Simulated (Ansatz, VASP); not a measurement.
One calculation of InAs, two programs

Contents of POSCAR:

```
InAs
1.0
    0.0000000000      3.0848370415      3.0848370415
    3.0848370415      0.0000000000      3.0848370415
    3.0848370415      3.0848370415      0.0000000000
In As
1 1
Direct
    0.0000000000      0.0000000000      0.0000000000
    0.2500000000      0.2500000000      0.2500000000
```

File INCAR.step1:

```
ALGO     = Normal         # electronic algorithm
EDIFF    = 1E-4           # SCF threshold, eV
ENCUT    = 520            # plane-wave cutoff, eV
GGA      = PE             # functional
ISMEAR   = -1             # smearing method
LASPH    = True           # aspherical terms in the spheres
LCHARG   = False          # write CHGCAR
LREAL    = False          # projectors in reciprocal space
LWAVE    = True           # write WAVECAR
NBANDS   = 16             # bands
NELM     = 60             # most SCF steps
PREC     = Accurate       # precision mode
SIGMA    = 0.02           # smearing width, eV
```

File INCAR.step2:

```
ALGO     = Normal         # electronic algorithm
EDIFF    = 1E-6           # SCF threshold, eV
ENCUT    = 520            # plane-wave cutoff, eV
ISIF     = 2              # what is computed and relaxed
ISMEAR   = -1             # smearing method
ISTART   = 1            
LASPH    = True           # aspherical terms in the spheres
LCHARG   = False          # write CHGCAR
LMIXTAU  = True         
LREAL    = False          # projectors in reciprocal space
LWAVE    = False          # write WAVECAR
METAGGA  = R2SCAN         # meta-GGA
NBANDS   = 16             # bands
NELM     = 60             # most SCF steps
PREC     = Accurate       # precision mode
SIGMA    = 0.02           # smearing width, eV
```

The input KPOINTS:

```
k-points
0
Gamma
  6 6 6
```

Input for Ansatz:

```yaml
crystal:
  lattice:
    - [0.0, 3.0848370415, 3.0848370415]
    - [3.0848370415, 0.0, 3.0848370415]
    - [3.0848370415, 3.0848370415, 0.0]
  atoms:
    - { symbol: In, position: [0.0, 0.0, 0.0] }
    - { symbol: As, position: [0.25, 0.25, 0.25] }
kpoints:
  mp_grid: { grid: [6, 6, 6] }
hamiltonian:
  xc: r2scan
scf:
  occupations: { method: fermi_dirac, width: 0.02 }
  n_extra_bands: 4
output:
  forces: true
  stress: true
  eigenvalues: true
```

Alike in both runs: task single point; functional r2SCAN; k mesh 6 × 6 × 6; occupations fermi-dirac, width 0.02 eV; no spin polarisation.

```csv
,VASP,Ansatz
version,VASP 6.6.1,Ansatz 0.2.0
potentials or method,"VASP PAW PBE potentials, release 64 (In_d, As)","plane waves, PAW"
plane-wave cutoff (eV),520,500
valence electrons in the cell,18,28
```

|  | VASP | Ansatz | Ansatz less VASP |
| --- | --- | --- | --- |
| pressure (GPa) | -1.5 | -1.5 | +0.01 |

VASP's potentials were made for PBE, not for r2SCAN. With one functional, cell and mesh, what is left measures potentials, basis and numerics. VASP's potentials hold 18 valence electrons a cell and Ansatz's 28, so a difference there can come from the potentials and not from the codes.
